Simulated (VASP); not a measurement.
Set up this calculation in VASP 6.6.1, as the native input.

| Quantity | Value |
| --- | --- |
| Task | single point |
| Functional | LDA |
| Potentials or basis | VASP PAW LDA potentials, release 64 (Si) |
| Cutoff | 500 eV |
| k mesh | 10 × 10 × 10 |
| Occupations | gaussian, width 0.02 eV |
| Spin | no spin polarisation |
| Dipole correction | no |
| Further INCAR settings | ALGO = Normal; EDIFF = 1e-06; NBANDS = 11 |

The structure of Si lies in POSCAR:

```
Si
1.0
    0.0000000000      2.7010435062      2.7010435062
    2.7010435062      0.0000000000      2.7010435062
    2.7010435062      2.7010435062      0.0000000000
Si
2
Direct
    0.0000000000      0.0000000000      0.0000000000
    0.2500000000      0.2500000000      0.2500000000
```

One way to write it, as run:

INCAR

```
PREC = Accurate
ENCUT = 500
EDIFF = 1E-6
ISMEAR = 0
SIGMA = 0.02
LREAL = F
LASPH = T
NELM = 120
ALGO = Normal
ISIF = 2
LWAVE = F
LCHARG = T
GGA = CA
LELF = T
LVHAR = T
NBANDS = 11
GGA_COMPAT = F
```

KPOINTS

```
regular mesh
0
Gamma
  10 10 10
```

Potentials or basis: VASP PAW LDA potentials, release 64 (Si).

Command:

```console
$ cat potpaw_LDA.64/Si/POTCAR > POTCAR
$ mpirun -np 1 vasp_std > vasp.out
```

It gave:

The pressure is 0.0 GPa and the band gap on the k mesh is 0.45 eV (least direct gap 2.53 eV).

It took 22 s on 1 thread of Intel Xeon 8259CL, on a shared host, peak memory 0.14 GiB.
